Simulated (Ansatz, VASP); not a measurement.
# MgO: VASP beside Ansatz

INCAR

```
SYSTEM = MgO
PREC = Accurate
ENCUT = 520
EDIFF = 1E-6
ISMEAR = 0
SIGMA = 0.1
LREAL = .FALSE.
LASPH = .TRUE.
NELM = 80
ALGO = Normal
ISIF = 2
LWAVE = .FALSE.
LCHARG = .TRUE.
GGA = PE
LELF = .TRUE.
LVHAR = .TRUE.
NBANDS = 26
```

KPOINTS

```
regular mesh
0
G
  4 4 4
  0 0 0
```

Contents of POSCAR:

```
MgO
1.0
    5.2158006400      0.0000000000      0.0000000000
    0.0000000000      5.2158006400      0.0000000000
    0.0000000000      0.0000000000      5.2158006400
Mg O
4 4
Direct
    0.8750000000      0.8750000000      0.8750000000
    0.6250000000      0.1250000000      0.3750000000
    0.1250000000      0.3750000000      0.6250000000
    0.3750000000      0.6250000000      0.1250000000
    0.3750000000      0.3750000000      0.3750000000
    0.1250000000      0.6250000000      0.8750000000
    0.6250000000      0.8750000000      0.1250000000
    0.8750000000      0.1250000000      0.6250000000
```

Input for Ansatz:

```yaml
crystal:
  lattice:
    - [5.21580064, 0.0, 0.0]
    - [0.0, 5.21580064, 0.0]
    - [0.0, 0.0, 5.21580064]
  atoms:
    - { symbol: Mg, position: [0.875, 0.875, 0.875] }
    - { symbol: Mg, position: [0.625, 0.125, 0.375] }
    - { symbol: Mg, position: [0.125, 0.375, 0.625] }
    - { symbol: Mg, position: [0.375, 0.625, 0.125] }
    - { symbol: O, position: [0.375, 0.375, 0.375] }
    - { symbol: O, position: [0.125, 0.625, 0.875] }
    - { symbol: O, position: [0.625, 0.875, 0.125] }
    - { symbol: O, position: [0.875, 0.125, 0.625] }
basis:
  ecutwfc: 420
kpoints:
  mp_grid: { grid: [4, 4, 4] }
hamiltonian:
  xc: pbe
scf:
  occupations: { method: gaussian, width: 0.1 }
  lower_state_search: "off"
output:
  forces: true
  stress: true
  eigenvalues: true
```

Alike in both runs: task single point; functional PBE; k mesh 4 × 4 × 4; occupations gaussian, width 0.1 eV; no spin polarisation.

|  | VASP | Ansatz |
| --- | --- | --- |
| version | VASP 6.6.1 | Ansatz 0.2.0 |
| potentials or method | VASP PAW PBE potentials, release 64 (Mg, O), cutoff 520 eV | scalar-relativistic, plane waves, PAW |
| valence electrons in the cell | 32 | 64 |

Ansatz gave:

| Quantity | Value |
| --- | --- |
| gap on the k mesh at the Fermi level (eV) | 1.91 |
| least direct gap on the mesh (eV) | 1.91 |
| pressure (GPa) | 8.2 |

**Question.** Which values does VASP return?

**Answer.** gap on the k mesh at the Fermi level (eV): 1.89; least direct gap on the mesh (eV): 1.89; pressure (GPa): 8.2.

VASP's potentials hold 32 valence electrons a cell and Ansatz's 64, so a difference there can come from the potentials and not from the codes.
